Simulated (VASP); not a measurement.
A run of VASP 6.6.1 is set up as follows.

INCAR

```
SYSTEM = Be
ALGO = Normal
EDIFF = 1E-7
ENCUT = 520
GGA = PE
ISIF = 2
ISMEAR = -1
LASPH = .TRUE.
LCHARG = .TRUE.
LELF = .TRUE.
LREAL = .FALSE.
LVHAR = .TRUE.
LWAVE = .FALSE.
NBANDS = 9
NELM = 100
PREC = Accurate
SIGMA = 0.08
```

The input KPOINTS:

```
k-points
0
G
  19 19 11
  0 0 0
```

Contents of POSCAR:

```
Be
1.0
    2.2624060542      0.0000000000      0.0000000000
   -1.1312030271      1.9593011166      0.0000000000
    0.0000000000      0.0000000000      3.5660261552
Be
2
Direct
    0.3333333333      0.6666666667      0.2500000000
    0.6666666667      0.3333333333      0.7500000000
```

Potentials or basis: VASP PAW PBE potentials, release 64 (Be).

Command:

```bash
$ cat potpaw_PBE.64/Be/POTCAR > POTCAR
$ mpirun -np 1 vasp_std > vasp.out
```

Predict the pressure.

0.2 GPa.

What does it give for the band gap on the k mesh?

Zero (bands 2 and 3 overlap by 1.49 eV).
